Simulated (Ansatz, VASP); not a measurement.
# Two plane-wave programs on AlN

Contents of POSCAR:

```
AlN
1.0
    3.1135756528      0.0000000000      0.0000000000
   -1.5567878264      2.6964356119      0.0000000000
    0.0000000000      0.0000000000      4.9831268775
Al N
2 2
Direct
    0.3333333333      0.6666666667     -0.0088552473
    0.6666666667      0.3333333333      0.4911447527
    0.3333333333      0.6666666667      0.3908552473
    0.6666666667      0.3333333333      0.8908552473
```

The input INCAR.step1:

```
  PREC = Accurate
  ENCUT = 520
  ISMEAR = 0
  SIGMA = 0.01
  LREAL = F
  LASPH = T
  NELM = 100
  NBANDS = 16
  GGA = PE
  ALGO = Normal
  EDIFF = 1E-4
  LWAVE = T
  LCHARG = F
```

Contents of INCAR.step2:

```
  PREC = Accurate
  ENCUT = 520
  EDIFF = 1E-6
  ISMEAR = 0
  SIGMA = 0.01
  LREAL = F
  LASPH = T
  NELM = 100
  ALGO = Normal
  ISIF = 2
  LWAVE = F
  LCHARG = F
  METAGGA = R2SCAN
  LMIXTAU = T
  NBANDS = 16
  ISTART = 1
```

The input KPOINTS:

```
regular mesh
0
Gamma
  9 9 6
```

Input for Ansatz:

```yaml
crystal:
  lattice:
    - [3.1135756528, 0.0, 0.0]
    - [-1.5567878264, 2.6964356119, 0.0]
    - [0.0, 0.0, 4.9831268775]
  atoms:
    - { symbol: Al, position: [0.3333333333, 0.6666666667, -0.0088552473] }
    - { symbol: Al, position: [0.6666666667, 0.3333333333, 0.4911447527] }
    - { symbol: "N", position: [0.3333333333, 0.6666666667, 0.3908552473] }
    - { symbol: "N", position: [0.6666666667, 0.3333333333, 0.8908552473] }
basis:
  ecutwfc: 500
  xc_grid: 2
kpoints:
  mp_grid: { grid: [9, 9, 6] }
hamiltonian:
  xc: r2scan
  pseudopotentials: { kind: paw, azcp: { folder: soft_1 } }
scf:
  occupations: { method: fixed }
output:
  forces: true
  stress: true
  eigenvalues: true
  polarization: {}
```

Change from the starting cell: polar distortion scaled by 0.85.

Alike in both runs: task single point; functional r2SCAN; k mesh 9 × 9 × 6; no spin polarisation.

|  | VASP | Ansatz |
| --- | --- | --- |
| version | VASP 6.6.1 | Ansatz 0.2.0 |
| potentials or method | VASP PAW PBE potentials, release 64 (Al, N), cutoff 520 eV | scalar-relativistic, plane waves, PAW |
| occupations | gaussian, width 0.01 eV | fixed |
| valence electrons in the cell | 16 | 16 |

|  | VASP | Ansatz | Ansatz less VASP |
| --- | --- | --- | --- |
| gap on the k mesh at the Fermi level (eV) | 4.57 | 4.52 | -0.047 |
| least direct gap on the mesh (eV) | 4.57 | 4.52 | -0.047 |
| pressure (GPa) | -1.1 | -0.7 | +0.35 |
| traceless stress, the component that is largest in VASP (GPa) | -6.31 | -6.25 | +0.060 |
| rms of the force components (eV/Å) | 0.517 | 0.512 | -0.0052 |

VASP's potentials were made for PBE, not for r2SCAN. Atom by atom the forces differ by 0.005 eV/Å (rms over components).
